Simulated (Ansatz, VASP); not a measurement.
HfB3: VASP beside Ansatz

```
CELL_PARAMETERS angstrom
2.78986 0.00000 0.00000
0.00000 2.78986 0.00000
0.00000 0.00000 5.01504
ATOMIC_POSITIONS crystal
Hf 0.00000 0.00000 0.00000
B 0.00000 0.00000 0.50000
B 0.50000 0.50000 0.66253
B 0.50000 0.50000 0.33747
```

Change from the starting cell: species swapped into the Mn3Fe type (Pmmm, No. 47).

Alike in both runs: task relaxation of cell and atoms; functional PBE; k mesh 16 × 16 × 10; occupations gaussian, width 0.1 eV; no spin polarisation.

|  | VASP | Ansatz |
| --- | --- | --- |
| version | VASP 6.6.1 | Ansatz 0.2.0 |
| potentials or method | VASP PAW PBE potentials, release 64 (Hf_pv, B), cutoff 600 eV | scalar-relativistic, plane waves, PAW |
| valence electrons in the cell | 19 | 35 |

```csv
,VASP,Ansatz,Ansatz less VASP
"gap on the k mesh at the Fermi level, each at its own relaxed structure (eV)",none,none,-
relaxed volume (Å³/atom),9.72,9.74,+0.017
relaxed cell length with the largest relative difference (Å),2.781,2.784,+0.0033
```

A gap of «none» marks a metal or a gap that the smearing closes. VASP's potentials hold 19 valence electrons a cell and Ansatz's 35, so a difference there can come from the potentials and not from the codes.

Spin-orbit coupling is off throughout.
